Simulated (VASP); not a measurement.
# Sc3B2P (P4/mmm) in VASP: notebook

Sc3B2P is run at these levels: PBE; tasks: single point, relaxation of cell and atoms.

Everything below comes from runs of VASP 6.6.1. Logs are shortened: lines on timing, memory, paths and dates and some standing lists are left out, and cuts for length are marked.

### 1 The cell of the first run

The structure is tetragonal, space group P4/mmm (No. 123). The conventional cell has a = 5.243 Å, b = 5.243 Å, c = 6.027 Å, α = 90.00°, β = 90.00°, γ = 90.00°. Sc (site symmetry 4/mmm) has 2 B at 2.23 Å and 4 Sc at 2.62 Å within 2.9 Å. Within 3.5 Å of Sc (site symmetry mmm) lie 2 Sc at 2.62 Å and 2 P at 2.62 Å and 4 B at 3.44 Å. B (site symmetry 4mm) has 1 B at 1.57 Å within 2.1 Å. Within 3.5 Å of P (site symmetry 4/mmm) lie 4 Sc at 2.62 Å.

### 2 Single point, PBE

File INCAR:

```
SYSTEM = Sc3B2P
PREC = Accurate
ENCUT = 520
EDIFF = 1E-6
ISMEAR = 0
SIGMA = 0.1
LREAL = .False.
LASPH = .True.
NELM = 60
ALGO = Normal
ISIF = 2
LWAVE = .False.
LCHARG = .True.
GGA = PE
LELF = .True.
LVHAR = .True.
NBANDS = 31
```

File KPOINTS:

```
Automatic mesh
0
Gamma
  4 4 4
  0 0 0
```

File POSCAR:

```
Sc3B2P
1.0
    5.2432168269      0.0000000000      0.0000000000
    0.0000000000      5.2432168269      0.0000000000
    0.0000000000      0.0000000000      6.0274195724
Sc B P
3 2 1
Direct
    0.5000000000      0.5000000000      0.0000000000
    0.0000000000      0.5000000000      0.0000000000
    0.5000000000      0.0000000000      0.0000000000
    0.5000000000      0.5000000000      0.3697206913
    0.5000000000      0.5000000000      0.6302793087
    0.0000000000      0.0000000000      0.0000000000
```

Potentials or basis: VASP PAW PBE potentials, release 64 (Sc_sv, B, P).

Command:

```sh
$ cat potpaw_PBE.64/Sc_sv/POTCAR potpaw_PBE.64/B/POTCAR potpaw_PBE.64/P/POTCAR > POTCAR
$ mpirun -np 1 vasp_std > vasp.out
```

OUTCAR:

```text
SYSTEM = Sc3B2P
   PREC = Accurate
   ENCUT = 520
   EDIFF = 1E-6
   ISMEAR = 0
   LREAL = .False.
   LASPH = .True.
   NELM = 60
   ISIF = 2
   GGA = PE

 ion  position               nearest neighbor table
   1  0.500  0.500  0.000-   4 2.23   5 2.23   2 2.62   3 2.62   3 2.62   2 2.62
   2  0.000  0.500  0.000-   1 2.62   6 2.62   6 2.62   1 2.62
   3  0.500  0.000  0.000-   1 2.62   6 2.62   1 2.62   6 2.62
   4  0.500  0.500  0.370-   5 1.57   1 2.23
   5  0.500  0.500  0.630-   4 1.57   1 2.23
   6  0.000  0.000  0.000-   2 2.62   3 2.62   2 2.62   3 2.62

  LATTYP: Found a simple tetragonal cell.
 ALAT       =     5.2432168269
 C/A-ratio  =     1.1495651947

  Lattice vectors:

 A1 = (   5.2432168269,   0.0000000000,   0.0000000000)
 A2 = (   0.0000000000,   5.2432168269,   0.0000000000)
 A3 = (   0.0000000000,   0.0000000000,   6.0274195724)

Analysis of symmetry for initial positions (statically):
=====================================================================
 Subroutine PRICEL returns:
 Original cell was already a primitive cell.

 Routine SETGRP: Setting up the symmetry group for a
 simple tetragonal supercell.

 Subroutine GETGRP returns: Found 16 space group operations
 (whereof 16 operations were pure point group operations)
 out of a pool of 16 trial point group operations.

The static configuration has the point symmetry D_4h.

Analysis of symmetry for dynamics (positions and initial velocities):
=====================================================================
 Subroutine PRICEL returns:
 Original cell was already a primitive cell.

 Routine SETGRP: Setting up the symmetry group for a
 simple tetragonal supercell.

 Subroutine GETGRP returns: Found 16 space group operations
 (whereof 16 operations were pure point group operations)
 out of a pool of 16 trial point group operations.

The dynamic configuration has the point symmetry D_4h.

 Subroutine INISYM returns: Found 16 space group operations
 (whereof 16 operations are pure point group operations),
 and found     1 'primitive' translations

----------------------------------------------------------------------------------------

                                     Primitive cell

  volume of cell :     165.7017

  direct lattice vectors                    reciprocal lattice vectors
     5.243216827  0.000000000  0.000000000     0.190722610  0.000000000  0.000000000
[... 90 lines left out ...]
   NSW    =      0    number of steps for IOM
   IBRION =     -1    ionic relax: 0-MD 1-quasi-New 2-CG
   NFREE  =      0    steps in history (QN), initial steepest desc. (CG)
   ISIF   =      2    stress and relaxation
   ISYM   =      2    0-nonsym 1-usesym 2-fastsym
   POTIM  = 0.5000    time-step for ionic-motion
   TEBEG  =    0.0;   TEEND  =   0.0 temperature during run
   PSTRESS=    0.0 pullay stress
   NELECT =      44.0000    total number of electrons
   NUPDOWN=      -1.0000    fix difference up-down
   EMIN   =  10.00;   EMAX   =-10.00  energy-range for DOS
   EFERMI =   0.00;   METHOD = LEGACY
   ISMEAR =     0;   SIGMA  =   0.10  broadening in eV -4-tet -1-fermi 0-gaus
   EFERMI_NEDOS =   21; number of points for ismear=-14 and -15
   IALGO  =     38    algorithm
   IMIX   =      4    mixing-type and parameters
     AMIX     =   0.40;   BMIX     =  1.00
     AMIX_MAG =   1.60;   BMIX_MAG =  1.00
  volume/ion in A,a.u.               =      27.62       186.37
  Fermi-wavevector in a.u.,A,eV,Ry     =   1.052245  1.988454 15.064625  1.107219
  Thomas-Fermi vector in A             =   2.187320
   LORBIT       =      0    0 simple, 1 ext, 2 COOP (PROOUT), +10 PAW based schemes
   GGA     = PE    functional components
   LHFCALC =     F    Hartree Fock is set to
   AEXX    =    0.0000 exact exchange contribution
   IVDW    =     0    specifies the selected vdW correction
   LEPSILON=     F    determine dielectric tensor
   LRPA    =     F    only Hartree local field effects (RPA)
 non-spin polarized calculation
 Gauss-broadening in eV      SIGMA  =   0.10
  energy-cutoff  :      520.00
  volume of cell :      165.70
 maximum number of plane-waves:      4480
 NGX is ok and might be reduce to    40
   NGX = 19   NGY = 19   NGZ = 23

 number of electron      44.0000002 magnetization

 Free energy of the ion-electron system (eV)
  ---------------------------------------------------
  ext. energy  EPLUGINS =         0.00000000
  ---------------------------------------------------
  free energy    TOTEN  =       -31.51620140 eV

  energy without entropy =      -31.49029166  energy(sigma->0) =      -31.50324653

 E-fermi :   0.8107     XC(G=0):  -7.7849

 val. band max:        0.8025775182   @ k =   0.5000   0.0000   0.5000
 cond. band min:       0.8282909623   @ k =   0.2500   0.0000   0.5000
 fundamental gap:      0.0257134441
 Fermi energy:         0.8107277116

 k-point     1 :       0.0000    0.0000    0.0000
  band No.  band energies     occupation
      1     -48.7844      2.00000
      2     -48.7584      2.00000
      3     -47.3596      2.00000
      4     -27.7953      2.00000
      5     -27.7953      2.00000
      6     -27.5289      2.00000
[... 601 lines left out ...]
     30       3.2779      0.00000
     31       3.5831      0.00000

------------------------ aborting loop because EDIFF is reached ----------------------------------------

  FORCE on cell =-STRESS in cart. coord.  units (eV):
  Direction    XX          YY          ZZ          XY          YZ          ZX
  --------------------------------------------------------------------------------------
  -------------------------------------------------------------------------------------
  Total        0.4470877      0.4470877      0.0917936      0.0000000      0.0000000      0.0000000
  in kB        4.3229104      4.3229104      0.8875559      0.0000000      0.0000000      0.0000000
  external PRESSURE =       3.1777923 kB  Pullay stress =       0.0000000 kB

 VOLUME and BASIS-vectors are now :
 -----------------------------------------------------------------------------
  energy-cutoff  :      520.00
  volume of cell :      165.70
      direct lattice vectors                 reciprocal lattice vectors
     5.243216827  0.000000000  0.000000000     0.190722610  0.000000000  0.000000000
     0.000000000  5.243216827  0.000000000     0.000000000  0.190722610  0.000000000
     0.000000000  0.000000000  6.027419572     0.000000000  0.000000000  0.165908477

 POSITION                                       TOTAL-FORCE (eV/Angst)
 -----------------------------------------------------------------------------------
      2.62161      2.62161      0.00000         0.000000     -0.000000      0.000000
      0.00000      2.62161      0.00000         0.000000     -0.000000      0.000000
      2.62161      0.00000      0.00000         0.000000     -0.000000      0.000000
      2.62161      2.62161      2.22846         0.000000      0.000000      0.007439
      2.62161      2.62161      3.79896         0.000000      0.000000     -0.007439
      0.00000      0.00000      0.00000         0.000000     -0.000000      0.000000
 -----------------------------------------------------------------------------------
    total drift:                                0.000000      0.000000     -0.000000

  FREE ENERGIE OF THE ION-ELECTRON SYSTEM (eV)
  ---------------------------------------------------
  free  energy   TOTEN  =       -31.5162014032 eV

  energy  without entropy=      -31.4902916564  energy(sigma->0) =      -31.50324653
```

OSZICAR:

```text
N       E                     dE             d eps       ncg     rms          rms(c)
DAV:   1     0.728988577257E+03    0.72899E+03   -0.19097E+04  1116   0.131E+03
DAV:   2     0.361843992079E+02   -0.69280E+03   -0.67888E+03  1500   0.567E+02
DAV:   3    -0.350053224559E+02   -0.71190E+02   -0.67868E+02  1912   0.203E+02
DAV:   4    -0.388201434555E+02   -0.38148E+01   -0.37504E+01  1824   0.448E+01
DAV:   5    -0.389024650076E+02   -0.82322E-01   -0.82000E-01  1864   0.820E+00    0.151E+01
DAV:   6    -0.341834925391E+02    0.47190E+01   -0.63475E+01  1785   0.374E+01    0.102E+01
DAV:   7    -0.317380429003E+02    0.24454E+01   -0.13399E+01  1802   0.216E+01    0.545E+00
DAV:   8    -0.315569524457E+02    0.18109E+00   -0.17473E+00  1888   0.880E+00    0.177E+00
DAV:   9    -0.315167960102E+02    0.40156E-01   -0.46741E-01  1897   0.464E+00    0.693E-01
DAV:  10    -0.315109253340E+02    0.58707E-02   -0.59348E-02  1800   0.211E+00    0.325E-01
DAV:  11    -0.315145256955E+02   -0.36004E-02   -0.55299E-03  1704   0.458E-01    0.150E-01
DAV:  12    -0.315158254118E+02   -0.12997E-02   -0.20276E-03  1608   0.325E-01    0.343E-02
DAV:  13    -0.315161208360E+02   -0.29542E-03   -0.46810E-04  1704   0.124E-01    0.265E-02
DAV:  14    -0.315161931712E+02   -0.72335E-04   -0.14622E-04  1416   0.677E-02    0.110E-02
DAV:  15    -0.315161985457E+02   -0.53745E-05   -0.13494E-05  1480   0.228E-02    0.555E-03
DAV:  16    -0.315162014872E+02   -0.29415E-05   -0.92830E-06  1448   0.231E-02    0.333E-03
DAV:  17    -0.315162014032E+02    0.84033E-07   -0.13821E-06  1096   0.122E-02
   1 F= -.31516201E+02 E0= -.31503247E+02  d E =-.259097E-01
```

stdout:

```text
POSCAR found type information on POSCAR ScB P
 POSCAR found :  3 types and       6 ions
 scaLAPACK will be used
 LDA part: xc-table for (Slater+PW92), standard interpolation
 POSCAR, INCAR and KPOINTS ok, starting setup
 FFT: planning ... GRIDC
 FFT: planning ... GRID_SOFT
 FFT: planning ... GRID
 WAVECAR not read
 entering main loop
```

Run time: 80 s. Hardware: 1 thread of Intel Xeon Platinum 8375C at 2.90GHz (Ice Lake), shared host; peak memory 0.3 GiB.

What came out:

```yaml
Free_energy: -31.5162 eV
Pressure: 0.3 GPa
Largest_force: 0.007 eV/Å
Band_gap_on_the_k_mesh: zero (band 22 reaches 1.56 eV, above the bottom of band 23 at 0.46 eV)
```

Forces in eV/Å, atoms in the order of the input:
```
Sc   0.000  0.000  0.000
Sc   0.000  0.000  0.000
Sc   0.000  0.000  0.000
B    0.000  0.000  0.007
B    0.000  0.000 -0.007
P    0.000  0.000  0.000
```

Levels at points of the mesh, in eV from the Fermi level:
| k point | band 18 | band 19 | band 20 | band 21 | band 22 | band 23 | band 24 | band 25 | band 26 | band 27 |
| --- | --- | --- | --- | --- | --- | --- | --- | --- | --- | --- |
| (0.00, 0.00, 0.00) | -1.67 | -1.22 | -0.55 | -0.37 | -0.37 | -0.35 | -0.33 | 0.38 | 0.38 | 1.80 |
| (0.50, 0.00, 0.00) | -1.51 | -1.39 | -0.89 | -0.38 | -0.28 | -0.19 | 1.32 | 1.40 | 1.56 | 1.63 |
| (0.50, 0.50, 0.00) | -1.65 | -1.46 | -0.57 | -0.57 | 0.75 | 0.75 | 1.21 | 1.31 | 1.31 | 1.80 |
| (0.00, 0.00, 0.50) | -1.23 | -1.21 | -1.16 | -1.16 | -0.80 | -0.35 | 0.60 | 1.84 | 1.84 | 2.13 |
| (0.50, 0.00, 0.50) | -1.90 | -1.02 | -0.46 | -0.30 | -0.01 | 0.49 | 0.68 | 1.58 | 1.80 | 1.85 |
| (0.50, 0.50, 0.50) | -1.59 | -0.94 | -0.94 | -0.47 | 0.68 | 0.68 | 1.20 | 1.82 | 1.83 | 1.83 |

### 3 Relaxation of cell and atoms, PBE

This run uses another cell than the first one, of 17.50 Å³/atom, 0.634 times its volume.

File INCAR:

```
PREC = Accurate
ENCUT = 600
EDIFF = 1E-6
ISMEAR = 0
SIGMA = 0.1
LREAL = F
LASPH = T
NELM = 100
ALGO = Normal
ISIF = 3
LWAVE = F
LCHARG = F
GGA = PE
IBRION = 2
NSW = 90
EDIFFG = -0.04
```

File KPOINTS:

```
regular mesh
0
Gamma
  4 4 4
```

File POSCAR:

```
Sc3B2P
1.0
    4.1608263100      0.0000000000      0.0000000000
    0.0000000000      4.1608263100      0.0000000000
    0.0000000000      0.0000000000      6.0650218500
Sc B P
3 2 1
Direct
    0.5000000000      0.5000000000      0.0000000000
    0.0000000000      0.5000000000      0.0000000000
    0.5000000000      0.0000000000      0.0000000000
    0.5000000000      0.5000000000      0.3168124300
    0.5000000000      0.5000000000      0.6831875700
    0.0000000000      0.0000000000      0.0000000000
```

Potentials or basis: VASP PAW PBE potentials, release 64 (Sc_sv, B, P).

Command:

```sh
$ cat potpaw_PBE.64/Sc_sv/POTCAR potpaw_PBE.64/B/POTCAR potpaw_PBE.64/P/POTCAR > POTCAR
$ mpirun -np 1 vasp_std > vasp.out
```

Wall time 7.2 min (1 thread of Intel Xeon Platinum 8375C at 2.90GHz (Ice Lake), shared host); peak memory 0.27 GiB.

It converged, with:

```yaml
Free_energy: -31.4998 eV
Relaxed_volume: 27.84 Å³/atom
Relaxed_cell: a = 5.262 Å, b = 5.262 Å, c = 6.034 Å, α = 90.00°, β = 90.00°, γ = 90.00°
Space_group_after_relaxing_to_0.05_Å: P4/mmm (No. 123)
Energy_gained_by_relaxing: 2004.1 meV/atom
Ionic_steps: 13
Pressure_after_relaxing: 0.0 GPa
Band_gap_on_the_k_mesh: zero (band 22 reaches 1.54 eV, above the bottom of band 23 at 0.43 eV)
```

Step by step:
```csv
step,energy change (eV),largest force (eV/Å),pressure (GPa),volume (Å³)
1,0.0000,5.4040,52.19,105.00
2,-10.7686,2.9116,-5.63,211.39
3,-11.1674,4.3152,-1.55,172.79
4,-11.2326,4.0858,-2.91,180.91
5,-11.6252,5.4349,-0.05,174.78
6,-11.9603,0.1288,-1.87,176.89
7,-11.9612,0.0421,-1.81,176.80
8,-11.9612,0.2011,-1.77,176.72
9,-12.0205,0.1060,-0.43,169.32
10,-12.0242,0.0811,0.00,167.19
11,-12.0242,0.0783,0.04,167.00
12,-12.0240,0.1380,-0.04,167.12
13,-12.0243,0.0008,0.01,167.04
```

Final structure:
```cif
data_structure
_symmetry_space_group_name_H-M 'P 1'
_symmetry_Int_Tables_number 1
_cell_length_a 5.2617
_cell_length_b 5.2617
_cell_length_c 6.0336
_cell_angle_alpha 90.000
_cell_angle_beta 90.000
_cell_angle_gamma 90.000
_cell_volume 167.04
loop_
_atom_site_label
_atom_site_type_symbol
_atom_site_fract_x
_atom_site_fract_y
_atom_site_fract_z
_atom_site_occupancy
Sc1 Sc 0.50000 0.50000 0.00000 1
Sc2 Sc 0.00000 0.50000 0.00000 1
Sc3 Sc 0.50000 0.00000 0.00000 1
B1 B 0.50000 0.50000 0.36983 1
B2 B 0.50000 0.50000 0.63017 1
P1 P 0.00000 0.00000 0.00000 1
```

Levels at points of the mesh, in eV from the Fermi level:
```
           k point  band 18  band 19  band 20  band 21  band 22  band 23  band 24  band 25  band 26
(0.00, 0.00, 0.00)    -1.67    -1.19    -0.55    -0.36    -0.36    -0.35    -0.33     0.37     0.37
(0.50, 0.00, 0.00)    -1.50    -1.37    -0.89    -0.38    -0.28    -0.17     1.31     1.40     1.54
(0.50, 0.50, 0.00)    -1.65    -1.44    -0.56    -0.56     0.76     0.76     1.19     1.29     1.29
(0.00, 0.00, 0.50)    -1.21    -1.18    -1.15    -1.15    -0.81    -0.34     0.59     1.83     1.83
(0.50, 0.00, 0.50)    -1.88    -1.01    -0.46    -0.30    -0.01     0.49     0.66     1.57     1.78
(0.50, 0.50, 0.50)    -1.56    -0.93    -0.93    -0.47     0.67     0.67     1.17     1.82     1.82
```

Caveat: the k points lie up to 0.30 Å⁻¹ apart in the final cell; the volume moved by over 15 % at a fixed basis, so the end points are rough.
